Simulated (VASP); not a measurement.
The system is LiCl.

```
Li Cl
1.0
     0.00000    2.54212    2.54212
     2.54212    0.00000    2.54212
     2.54212    2.54212    0.00000
Li Cl
1 1
Direct
  0.00000 0.00000 0.00000
  0.50000 0.50000 0.50000
```

| Item | Value |
| --- | --- |
| Program | VASP 6.6.1 |
| Task | relaxation of cell and atoms |
| Functional | PBE |
| Potentials or basis | VASP PAW PBE potentials, release 64 (Li_sv, Cl) |
| Cutoff | 600 eV |
| k mesh | 8 × 8 × 8 |
| Occupations | gaussian, width 0.02 eV |
| Spin | no spin polarisation |

At the start: pressure 1.2 GPa; volume 16.43 Å³/atom.

Task: How do energy, volume and symmetry change on relaxing?

Result: Over 3 steps the energy falls by 2.2 meV/atom and the volume is 17.05 Å³/atom (+3.8 %); space group Fm-3m (No. 225, to 0.05 Å).

Step by step:
| step | energy change (eV) | largest force (eV/Å) | pressure (GPa) | volume (Å³) |
| --- | --- | --- | --- | --- |
| 1 | 0.0000 | 0.0000 | 1.25 | 32.86 |
| 2 | -0.0034 | 0.0000 | 0.56 | 33.47 |
| 3 | -0.0044 | 0.0000 | -0.05 | 34.09 |

Final structure:
```
Li Cl
1.0
     0.00000    2.57361    2.57361
     2.57361    0.00000    2.57361
     2.57361    2.57361    0.00000
Li Cl
1 1
Direct
  0.00000 0.00000 0.00000
  0.50000 0.50000 0.50000
```

Caveat: the cutoff is under 1.25 times the usual one of these potentials, so pressure, stress and relaxed cells hold a basis-set (Pulay) error.
